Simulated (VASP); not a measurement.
Crystal: Ga3Sb2N.

```
N Sb Ga
1.0
     4.03815    0.00000    0.00000
    -2.01907    3.49714    0.00000
     0.00000    0.00000   10.08491
N Sb Ga
1 2 3
Direct
  0.00000 0.00000 0.99431
  0.33333 0.66667 0.31013
  0.66667 0.33333 0.68284
  0.33333 0.66667 0.03925
  0.66667 0.33333 0.42059
  0.00000 0.00000 0.80287
```

- Program: VASP 6.6.1
- Task: relaxation of cell and atoms
- Functional: r2SCAN
- Potentials or basis: VASP PAW PBE potentials, release 64 (N, Sb, Ga_d)
- Cutoff: 600 eV
- k mesh: 6 × 6 × 2
- Occupations: fermi-dirac, width 0.02 eV
- Spin: no spin polarisation

At the start: pressure -2.3 GPa; volume 23.74 Å³/atom.

**Question.** How do energy, volume and symmetry change on relaxing?

**Answer.** Over 17 steps the energy falls by 7.8 meV/atom and the volume is 22.87 Å³/atom (-3.6 %); space group P3m1 (No. 156, to 0.1 Å) before and after.

Step by step:
```tsv
step	energy change (eV)	largest force (eV/Å)	pressure (GPa)	volume (Å³)
1	0.0000	0.1444	-2.34	142.42
2	-0.0325	0.5074	1.14	135.39
3	-0.0402	0.3647	0.00	137.44
4	-0.0447	0.0827	0.13	136.74
5	-0.0447	0.0853	0.09	136.81
6	-0.0460	0.0503	0.07	136.93
7	-0.0461	0.0692	0.05	136.97
8	-0.0466	0.0410	0.02	137.14
9	-0.0467	0.0253	0.00	137.23
10	-0.0467	0.0205	-0.02	137.26
11	-0.0467	0.0081	0.05	137.20
12	-0.0467	0.0088	0.01	137.21
13	-0.0467	0.0086	0.03	137.20
14	-0.0467	0.0065	-0.02	137.26
15	-0.0467	0.0049	0.06	137.24
16	-0.0467	0.0058	-0.02	137.25
17	-0.0467	0.0045	0.00	137.24
```

Final structure:
```xyz
6
Lattice="4.0037 0.0000 0.0000 -2.0018 3.4673 0.0000 0.0000 0.0000 9.8865" Properties=species:S:1:pos:R:3 pbc="T T T"
N     0.0000    0.0000    9.8348
Sb    0.0000    2.3115    3.0758
Sb    2.0018    1.1558    6.7570
Ga    0.0000    2.3115    0.4034
Ga    2.0018    1.1558    4.1473
Ga    0.0000    0.0000    7.9127
```

Caveat: the PAW data sets were made with another functional, which shifts forces and pressure a little.
